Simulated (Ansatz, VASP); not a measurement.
## Two plane-wave programs on N

The input POSCAR:

```
N
1.0
    4.1672328106      0.0000000000      0.0000000000
   -2.0836164053      3.6089294775      0.0000000000
    0.0000000000      0.0000000000      7.0060035100
N
4
Direct
    0.3333333300      0.6666666700      0.3289300400
    0.3333333300      0.6666666700      0.1710699600
    0.6666666700      0.3333333300      0.8289300400
    0.6666666700      0.3333333300      0.6710699600
```

The input INCAR.step1:

```
SYSTEM = N
PREC     = Accurate       ! precision mode
ENCUT    = 910            ! plane-wave cutoff, eV
ISMEAR   = 0              ! smearing method
SIGMA    = 0.1            ! smearing width, eV
LREAL    = .FALSE.        ! projectors in reciprocal space
LASPH    = .TRUE.         ! aspherical terms in the spheres
NELM     = 120            ! most SCF steps
GGA      = PE             ! functional
ALGO     = Normal         ! electronic algorithm
EDIFF    = 1E-5           ! SCF threshold, eV
LWAVE    = .TRUE.         ! write WAVECAR
LCHARG   = .FALSE.        ! write CHGCAR
GGA_COMPAT= .FALSE.      
IBRION   = 2              ! ionic algorithm
ISIF     = 3              ! what is computed and relaxed
EDIFFG   = -0.005         ! ionic threshold
NELMIN   = 4            
NSW      = 100            ! ionic steps
```

The input INCAR.step2:

```
SYSTEM = N
PREC     = Accurate       ! precision mode
ENCUT    = 910            ! plane-wave cutoff, eV
EDIFF    = 1E-7           ! SCF threshold, eV
ISMEAR   = 0              ! smearing method
SIGMA    = 0.1            ! smearing width, eV
LREAL    = .FALSE.        ! projectors in reciprocal space
LASPH    = .TRUE.         ! aspherical terms in the spheres
NELM     = 120            ! most SCF steps
ALGO     = Normal         ! electronic algorithm
ISIF     = 3              ! what is computed and relaxed
LWAVE    = .FALSE.        ! write WAVECAR
LCHARG   = .FALSE.        ! write CHGCAR
METAGGA  = R2SCAN         ! meta-GGA
LMIXTAU  = .TRUE.       
IBRION   = 2              ! ionic algorithm
NSW      = 90             ! ionic steps
EDIFFG   = -0.04          ! ionic threshold
ISTART   = 1            
GGA_COMPAT= .FALSE.      
NELMIN   = 4
```

The input KPOINTS:

```
regular mesh
0
G
  6 6 4
  0 0 0
```

Input for Ansatz:

```yaml
crystal:
  lattice:
    - [4.1672328106, 0.0, 0.0]
    - [-2.0836164053, 3.6089294775, 0.0]
    - [0.0, 0.0, 7.00600351]
  atoms:
    - { symbol: "N", position: [0.33333333, 0.66666667, 0.32893004] }
    - { symbol: "N", position: [0.33333333, 0.66666667, 0.17106996] }
    - { symbol: "N", position: [0.66666667, 0.33333333, 0.82893004] }
    - { symbol: "N", position: [0.66666667, 0.33333333, 0.67106996] }
basis:
  ecutwfc: 500
kpoints:
  mp_grid: { grid: [6, 6, 4] }
hamiltonian:
  xc: r2scan
scf:
  occupations: { method: gaussian, width: 0.1 }
  lower_state_search: "off"
output:
  forces: true
  stress: true
  eigenvalues: true
relax:
  adjacent_minimum: "off"
  f_tol: 0.04
  max_steps: 70
  cell: { stress_tol: 0.4 }
```

Alike in both runs: task relaxation of cell and atoms; functional r2SCAN; k mesh 6 × 6 × 4; occupations gaussian, width 0.1 eV; no spin polarisation.

|  | VASP | Ansatz |
| --- | --- | --- |
| version | VASP 6.6.1 | Ansatz 0.2.0 |
| potentials or method | VASP PAW PBE potentials, release 64 (N_h), cutoff 910 eV | scalar-relativistic, plane waves, PAW |
| valence electrons in the cell | 20 | 20 |

Ansatz gave:

* gap on the k mesh at the Fermi level, each at its own relaxed structure (eV): 8.20
* relaxed volume (Å³/atom): 27.67
* relaxed length of the cell vector where the two differ most in proportion (Å): 7.666

Problem. What did VASP give for the same quantities?

Solution. gap on the k mesh at the Fermi level, each at its own relaxed structure (eV): 7.92; relaxed volume (Å³/atom): 26.22; relaxed length of the cell vector where the two differ most in proportion (Å): 6.974.

VASP's potentials were made for PBE, not for r2SCAN. One of these differences is far larger than is usual between the two programs; its cause wasn't traced.

Noted on VASP's run: the cutoff is under 1.25 times that of the potentials, so the pressure is a little rough.
